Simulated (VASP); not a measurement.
Wanted: the native input for a VASP 6.6.1 run.

```yaml
Task: single point
Functional: PBEsol
Potentials_or_basis: VASP PAW PBE potentials, release 64 (Hg)
Cutoff: 520 eV
k_mesh: 12 × 12 × 12
Occupations: fermi-dirac, width 0.1 eV
Spin: no spin polarisation
Dipole_correction: no
Further_INCAR_settings: ALGO = Normal; EDIFF = 1e-06; NBANDS = 12
```

The structure of Hg lies in POSCAR:

```
Hg
1.0
    3.0226717717      0.0000000000      0.0000000000
    0.0000000000      3.0226717717      0.0000000000
    0.0000000000      0.0000000000      3.0226717717
Hg
1
Direct
    0.0000000000      0.0000000000      0.0000000000
```

These files were run (other wordings do the same):

INCAR

```
SYSTEM = Hg
ALGO = Normal
EDIFF = 1E-6
ENCUT = 520
GGA = PS
ISIF = 2
ISMEAR = -1
LASPH = .True.
LCHARG = .False.
LREAL = .False.
LWAVE = .False.
NBANDS = 12
NELM = 100
PREC = Accurate
SIGMA = 0.1
```

KPOINTS

```
k-points
0
Gamma
  12 12 12
  0 0 0
```

Potentials or basis: VASP PAW PBE potentials, release 64 (Hg).

Command:

```console
$ cat potpaw_PBE.64/Hg/POTCAR > POTCAR
$ mpirun -np 1 vasp_std > vasp.out
```

It gave:

```yaml
Pressure: -2.0 GPa
Band_gap_on_the_k_mesh: zero (bands 6 and 7 overlap by 6.11 eV)
```

Caveat: the PAW data sets were made with another functional, which shifts forces and pressure a little; spin-orbit coupling is left out, which moves the levels of the heavy elements.

Run time: 13 s on 1 thread of Intel(R) Xeon(R) Platinum 8259CL CPU @ 2.50GHz (Skylake/Cascade Lake), with other jobs on the host, peak memory 0.16 GiB.
